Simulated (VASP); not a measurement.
# Li2O (Fm-3m) in VASP: further runs, part 2 of 2

VASP 6.6.1.

## (4) Single point, PBE

This run uses another cell than the first one, of 8.16 Å³/atom, 1.064 times its volume.

Input file INCAR:

```
  PREC = Accurate
  ENCUT = 750
  EDIFF = 1E-6
  ISMEAR = 0
  SIGMA = 0.01
  LREAL = F
  LASPH = T
  NELM = 120
  ALGO = Normal
  ISIF = 2
  LWAVE = F
  LCHARG = F
  GGA = PE
  NBANDS = 13
  GGA_COMPAT = F
```

Input file KPOINTS:

```
regular mesh
0
Gamma
  6 6 6
```

Input file POSCAR:

```
Li2O
1.0
    0.0000000000      2.3050000000      2.3050000000
    2.3050000000      0.0000000000      2.3050000000
    2.3050000000      2.3050000000      0.0000000000
Li O
2 1
Direct
    0.2500000000      0.2500000000      0.2500000000
    0.7500000000      0.7500000000      0.7500000000
    0.0000000000      0.0000000000      0.0000000000
```

Potentials or basis: VASP PAW PBE potentials, release 64 (Li_sv, O).

On the command line:

```
$ cat potpaw_PBE.64/Li_sv/POTCAR potpaw_PBE.64/O/POTCAR > POTCAR
$ mpirun -np 1 vasp_std > vasp.out
```

OUTCAR:

```text
PREC = Accurate
   ENCUT = 750
   EDIFF = 1E-6
   ISMEAR = 0
   LREAL = F
   LASPH = T
   NELM = 120
   ISIF = 2
   GGA = PE

 ion  position               nearest neighbor table
   1  0.250  0.250  0.250-   3 2.00   3 2.00   3 2.00   3 2.00   2 2.31   2 2.31   2 2.31   2 2.31
                             2 2.31   2 2.31
   2  0.750  0.750  0.750-   3 2.00   3 2.00   3 2.00   3 2.00   1 2.31   1 2.31   1 2.31   1 2.31
                             1 2.31   1 2.31
   3  0.000  0.000  0.000-   1 2.00   2 2.00   2 2.00   2 2.00   2 2.00   1 2.00   1 2.00   1 2.00

  LATTYP: Found a face centered cubic cell.
 ALAT       =     4.6100000000

  Lattice vectors:

 A1 = (   0.0000000000,   2.3050000000,   2.3050000000)
 A2 = (   2.3050000000,   0.0000000000,   2.3050000000)
 A3 = (   2.3050000000,   2.3050000000,   0.0000000000)

Analysis of symmetry for initial positions (statically):
=====================================================================
 Subroutine PRICEL returns:
 Original cell was already a primitive cell.

 Routine SETGRP: Setting up the symmetry group for a
 face centered cubic supercell.

 Subroutine GETGRP returns: Found 48 space group operations
[... 9 lines left out ...]

[... 164 lines left out ...]
      7       6.6782      0.00000
      8      13.3401      0.00000
      9      13.3401      0.00000
     10      13.3401      0.00000
     11      20.4332      0.00000
     12      20.4332      0.00000
     13      20.4332      0.00000
[... 226 lines left out ...]
  band No.  band energies     occupation
      1     -41.4454      2.00000
      2     -41.3907      2.00000
      3     -13.8087      2.00000
      4      -0.3660      2.00000
      5      -0.1839      2.00000
      6      -0.0763      2.00000
      7       7.8218      0.00000
      8      12.7558      0.00000
      9      15.2467      0.00000
     10      15.8426      0.00000
     11      18.2527      0.00000
     12      21.4188      0.00000
     13      23.4508      0.00000

------------------------ aborting loop because EDIFF is reached ----------------------------------------

  FORCE on cell =-STRESS in cart. coord.  units (eV):
  Direction    XX          YY          ZZ          XY          YZ          ZX
  --------------------------------------------------------------------------------------
  -------------------------------------------------------------------------------------
  Total        0.0798286      0.0798286      0.0798286      0.0000000     -0.0000000      0.0000000
  in kB        5.2218718      5.2218718      5.2218718      0.0000000     -0.0000000      0.0000000
  external PRESSURE =       5.2218718 kB  Pullay stress =       0.0000000 kB

 VOLUME and BASIS-vectors are now :
 -----------------------------------------------------------------------------
  energy-cutoff  :      750.00
  volume of cell :       24.49
      direct lattice vectors                 reciprocal lattice vectors
     0.000000000  2.305000000  2.305000000    -0.216919740  0.216919740  0.216919740
     2.305000000  0.000000000  2.305000000     0.216919740 -0.216919740  0.216919740
     2.305000000  2.305000000  0.000000000     0.216919740  0.216919740 -0.216919740

 POSITION                                       TOTAL-FORCE (eV/Angst)
 -----------------------------------------------------------------------------------
      1.15250      1.15250      1.15250        -0.000000     -0.000000      0.000000
      3.45750      3.45750      3.45750         0.000000      0.000000     -0.000000
      0.00000      0.00000      0.00000         0.000000     -0.000000      0.000000
 -----------------------------------------------------------------------------------
    total drift:                                0.000000     -0.000000      0.000000

  FREE ENERGIE OF THE ION-ELECTRON SYSTEM (eV)
  ---------------------------------------------------
  free  energy   TOTEN  =       -14.3553437849 eV

  energy  without entropy=      -14.3553437849  energy(sigma->0) =      -14.35534378
```

OSZICAR:

```text
N       E                     dE             d eps       ncg     rms          rms(c)
DAV:   1     0.541358309723E+02    0.54136E+02   -0.69092E+03   416   0.126E+03
DAV:   2    -0.100846622625E+02   -0.64220E+02   -0.60352E+02   496   0.259E+02
DAV:   3    -0.159388669042E+02   -0.58542E+01   -0.57902E+01   743   0.557E+01
DAV:   4    -0.161301049182E+02   -0.19124E+00   -0.19121E+00   513   0.905E+00
DAV:   5    -0.161308441359E+02   -0.73922E-03   -0.73921E-03   582   0.632E-01    0.748E+00
DAV:   6    -0.143898593097E+02    0.17410E+01   -0.83713E+00   466   0.153E+01    0.283E+00
DAV:   7    -0.143577817962E+02    0.32078E-01   -0.18769E-01   516   0.303E+00    0.150E+00
DAV:   8    -0.143570159023E+02    0.76589E-03   -0.68418E-02   526   0.257E+00    0.443E-01
DAV:   9    -0.143549618209E+02    0.20541E-02   -0.59841E-03   524   0.645E-01    0.135E-01
DAV:  10    -0.143553653444E+02   -0.40352E-03   -0.89620E-04   481   0.229E-01    0.534E-02
DAV:  11    -0.143553420290E+02    0.23315E-04   -0.44350E-05   554   0.717E-02    0.130E-02
DAV:  12    -0.143553441877E+02   -0.21586E-05   -0.61160E-06   518   0.243E-02    0.667E-03
DAV:  13    -0.143553437849E+02    0.40272E-06   -0.25036E-06   526   0.137E-02
   1 F= -.14355344E+02 E0= -.14355344E+02  d E =0.000000E+00
```

Run time: 8.6 s. Hardware: 1 thread of Intel Xeon Platinum 8488C (Sapphire Rapids), shared host; peak memory 0.15 GiB.

What came out:

- Free energy: -14.3553 eV
- Pressure: 0.5 GPa
- Band gap on the k mesh: 4.99 eV, indirect (least direct gap 5.31 eV)

Levels at points of the mesh, in eV from the valence-band top:
```tsv
k point	band 3	band 4	band 5	band 6	band 7	band 8	band 9	band 10
(0.00, 0.00, 0.00)	-15.46	0.00	0.00	0.00	5.31	11.97	11.97	11.97
(0.50, 0.00, 0.00)	-15.23	-2.79	-0.45	-0.45	9.25	9.87	12.10	12.10
(0.50, 0.50, 0.00)	-15.18	-1.61	-1.39	-1.39	4.99	13.60	13.60	14.80
```

A k mesh can miss the band edges. As with any semilocal functional, this PBE gap is likely too small.

## (5) Single point, PBE

This run uses another cell than the first one, of 8.41 Å³/atom, 1.096 times its volume.

Input file INCAR:

```
PREC     = Accurate       # precision mode
ENCUT    = 750            # plane-wave cutoff, eV
EDIFF    = 1E-6           # SCF threshold, eV
ISMEAR   = 0              # smearing method
SIGMA    = 0.01           # smearing width, eV
LREAL    = False          # projectors in reciprocal space
LASPH    = True           # aspherical terms in the spheres
NELM     = 120            # most SCF steps
ALGO     = Normal         # electronic algorithm
ISIF     = 2              # what is computed and relaxed
LWAVE    = False          # write WAVECAR
LCHARG   = True           # write CHGCAR
GGA      = PE             # functional
LELF     = True           # ELF
LVHAR    = True         
NBANDS   = 13             # bands
GGA_COMPAT= False
```

KPOINTS is that of step 4.

Input file POSCAR:

```
Li2O
1.0
    0.0000000000      2.3278232665      2.3278232665
    2.3278232665      0.0000000000      2.3278232665
    2.3278232665      2.3278232665      0.0000000000
Li O
2 1
Direct
    0.2500000000      0.2500000000      0.2500000000
    0.7500000000      0.7500000000      0.7500000000
    0.0000000000      0.0000000000      0.0000000000
```

Potentials or basis: VASP PAW PBE potentials, release 64 (Li_sv, O).

On the command line:

```
$ cat potpaw_PBE.64/Li_sv/POTCAR potpaw_PBE.64/O/POTCAR > POTCAR
$ mpirun -np 1 vasp_std > vasp.out
```

OUTCAR:

```text
PREC = Accurate
   ENCUT = 750
   EDIFF = 1E-6
   ISMEAR = 0
   LREAL = False
   LASPH = True
   NELM = 120
   ISIF = 2
   GGA = PE

 ion  position               nearest neighbor table
   1  0.250  0.250  0.250-   3 2.02   3 2.02   3 2.02   3 2.02   2 2.33   2 2.33   2 2.33   2 2.33
                             2 2.33   2 2.33
   2  0.750  0.750  0.750-   3 2.02   3 2.02   3 2.02   3 2.02   1 2.33   1 2.33   1 2.33   1 2.33
                             1 2.33   1 2.33
   3  0.000  0.000  0.000-   1 2.02   2 2.02   2 2.02   2 2.02   2 2.02   1 2.02   1 2.02   1 2.02

  LATTYP: Found a face centered cubic cell.
 ALAT       =     4.6556465330

  Lattice vectors:

 A1 = (   0.0000000000,   2.3278232665,   2.3278232665)
 A2 = (   2.3278232665,   0.0000000000,   2.3278232665)
 A3 = (   2.3278232665,   2.3278232665,   0.0000000000)

Analysis of symmetry for initial positions (statically):
=====================================================================
 Subroutine PRICEL returns:
 Original cell was already a primitive cell.

 Routine SETGRP: Setting up the symmetry group for a
 face centered cubic supercell.

 Subroutine GETGRP returns: Found 48 space group operations
[... 175 lines left out ...]
      8      13.0149      0.00000
      9      13.0149      0.00000
     10      13.0149      0.00000
     11      19.9675      0.00000
     12      19.9675      0.00000
     13      19.9675      0.00000
[... 226 lines left out ...]
  band No.  band energies     occupation
      1     -41.6731      2.00000
      2     -41.6233      2.00000
      3     -13.9184      2.00000
      4      -0.4576      2.00000
      5      -0.3086      2.00000
      6      -0.1888      2.00000
      7       7.5731      0.00000
      8      12.3622      0.00000
      9      14.7803      0.00000
     10      15.3251      0.00000
     11      17.7714      0.00000
     12      20.9160      0.00000
     13      22.8503      0.00000

------------------------ aborting loop because EDIFF is reached ----------------------------------------

  FORCE on cell =-STRESS in cart. coord.  units (eV):
  Direction    XX          YY          ZZ          XY          YZ          ZX
  --------------------------------------------------------------------------------------
  -------------------------------------------------------------------------------------
  Total       -0.2863521     -0.2863521     -0.2863521      0.0000000      0.0000000     -0.0000000
  in kB      -18.1857376    -18.1857376    -18.1857376      0.0000000      0.0000000     -0.0000000
  external PRESSURE =     -18.1857376 kB  Pullay stress =       0.0000000 kB

 VOLUME and BASIS-vectors are now :
 -----------------------------------------------------------------------------
  energy-cutoff  :      750.00
  volume of cell :       25.23
      direct lattice vectors                 reciprocal lattice vectors
     0.000000000  2.327823266  2.327823266    -0.214792939  0.214792939  0.214792939
     2.327823266  0.000000000  2.327823266     0.214792939 -0.214792939  0.214792939
     2.327823266  2.327823266  0.000000000     0.214792939  0.214792939 -0.214792939

 POSITION                                       TOTAL-FORCE (eV/Angst)
 -----------------------------------------------------------------------------------
      1.16391      1.16391      1.16391        -0.000000     -0.000000     -0.000000
      3.49173      3.49173      3.49173         0.000000      0.000000      0.000000
      0.00000      0.00000      0.00000        -0.000000     -0.000000     -0.000000
 -----------------------------------------------------------------------------------
    total drift:                                0.000000     -0.000000      0.000000

  FREE ENERGIE OF THE ION-ELECTRON SYSTEM (eV)
  ---------------------------------------------------
  free  energy   TOTEN  =       -14.3540106459 eV

  energy  without entropy=      -14.3540106459  energy(sigma->0) =      -14.35401065
```

OSZICAR:

```text
N       E                     dE             d eps       ncg     rms          rms(c)
DAV:   1     0.590526599709E+02    0.59053E+02   -0.72070E+03   416   0.130E+03
DAV:   2    -0.991062676559E+01   -0.68963E+02   -0.64991E+02   476   0.268E+02
DAV:   3    -0.159868792597E+02   -0.60763E+01   -0.60230E+01   746   0.568E+01
DAV:   4    -0.161240523060E+02   -0.13717E+00   -0.13715E+00   487   0.863E+00
DAV:   5    -0.161252179576E+02   -0.11657E-02   -0.11656E-02   611   0.700E-01    0.746E+00
DAV:   6    -0.143945619164E+02    0.17307E+01   -0.85274E+00   456   0.153E+01    0.289E+00
DAV:   7    -0.143573650634E+02    0.37197E-01   -0.20349E-01   511   0.308E+00    0.150E+00
DAV:   8    -0.143557561497E+02    0.16089E-02   -0.70908E-02   531   0.261E+00    0.453E-01
DAV:   9    -0.143536147455E+02    0.21414E-02   -0.59845E-03   519   0.649E-01    0.140E-01
DAV:  10    -0.143540357643E+02   -0.42102E-03   -0.95955E-04   486   0.237E-01    0.569E-02
DAV:  11    -0.143540086913E+02    0.27073E-04   -0.49611E-05   559   0.759E-02    0.133E-02
DAV:  12    -0.143540110358E+02   -0.23446E-05   -0.65876E-06   548   0.250E-02    0.668E-03
DAV:  13    -0.143540106459E+02    0.38996E-06   -0.26595E-06   511   0.139E-02
   1 F= -.14354011E+02 E0= -.14354011E+02  d E =-.207138-103
```

stdout:

```text
POSCAR found type information on POSCAR LiO
 POSCAR found :  2 types and       3 ions
 scaLAPACK will be used
 LDA part: xc-table for (Slater+PW92), standard interpolation
 POSCAR, INCAR and KPOINTS ok, starting setup
 FFT: planning ... GRIDC
 FFT: planning ... GRID_SOFT
 FFT: planning ... GRID
 WAVECAR not read
 entering main loop
```

It took 9.4 s on 1 thread of Intel Xeon Platinum 8488C (Sapphire Rapids), shared host; peak memory 0.15 GiB.

What came out:

```
Free energy            : -14.3540 eV
Pressure               : -1.8 GPa
Band gap on the k mesh : 4.93 eV, indirect (least direct gap 5.10 eV)
```

## (6) Single point, PBE

This run uses another cell than the first one, of 8.65 Å³/atom, 1.128 times its volume.

Input file INCAR:

```
SYSTEM = Li2O
PREC = Accurate ; ENCUT = 750
EDIFF = 1E-6 ; ISMEAR = 0
SIGMA = 0.01 ; LREAL = .False.
LASPH = .True. ; NELM = 120
ALGO = Normal ; ISIF = 2
LWAVE = .False. ; LCHARG = .False.
GGA = PE ; NBANDS = 13
GGA_COMPAT = .False.
```

Input file KPOINTS:

```
regular mesh
0
Gamma
  6 6 6
  0 0 0
```

Input file POSCAR:

```
Li2O
1.0
    0.0000000000      2.3502075557      2.3502075557
    2.3502075557      0.0000000000      2.3502075557
    2.3502075557      2.3502075557      0.0000000000
Li O
2 1
Direct
    0.2500000000      0.2500000000      0.2500000000
    0.7500000000      0.7500000000      0.7500000000
    0.0000000000      0.0000000000      0.0000000000
```

Potentials or basis: VASP PAW PBE potentials, release 64 (Li_sv, O).

On the command line:

```
$ cat potpaw_PBE.64/Li_sv/POTCAR potpaw_PBE.64/O/POTCAR > POTCAR
$ mpirun -np 1 vasp_std > vasp.out
```

Wall time 8.7 s (1 thread of Intel Xeon Platinum 8488C (Sapphire Rapids), shared host); peak memory 0.15 GiB.

It converged, with:

- Free energy: -14.3428 eV
- Pressure: -3.8 GPa
- Band gap on the k mesh: 4.88 eV, indirect (least direct gap 4.89 eV)

Levels at points of the mesh, in eV from the valence-band top:
```
           k point  band 2  band 3  band 4  band 5  band 6  band 7  band 8  band 9  band 10  band 11
(0.00, 0.00, 0.00)  -42.81  -15.36    0.00    0.00    0.00    4.89   11.64   11.64    11.64    18.46
(0.50, 0.00, 0.00)  -42.94  -15.15   -2.65   -0.42   -0.42    8.87    9.31   11.77    11.77    17.24
(0.50, 0.50, 0.00)  -42.89  -15.10   -1.56   -1.30   -1.30    4.88   13.05   13.05    14.04    15.15
```

A k mesh can miss the band edges.

## (7) The runs side by side

```csv
cell,gap on the mesh (eV),pressure (GPa)
"a = 3.193 Å, angles 60.0°, 3 atoms",5.11,6.4
"a = 3.227 Å, angles 60.0°, 3 atoms",5.05,3.2
"a = 3.260 Å, angles 60.0°, 3 atoms",4.99,0.5
"a = 3.292 Å, angles 60.0°, 3 atoms",4.93,-1.8
"a = 3.324 Å, angles 60.0°, 3 atoms",4.88,-3.8
```

Alike in all rows: task single point; level PBE; potentials or basis VASP PAW PBE potentials, release 64 (Li_sv, O); no spin polarisation; k mesh 6 × 6 × 6; cutoff (eV) 750; smearing gaussian 0.01 eV.

Total energies depend on the potentials used, so only differences within one code and one set of settings carry meaning.
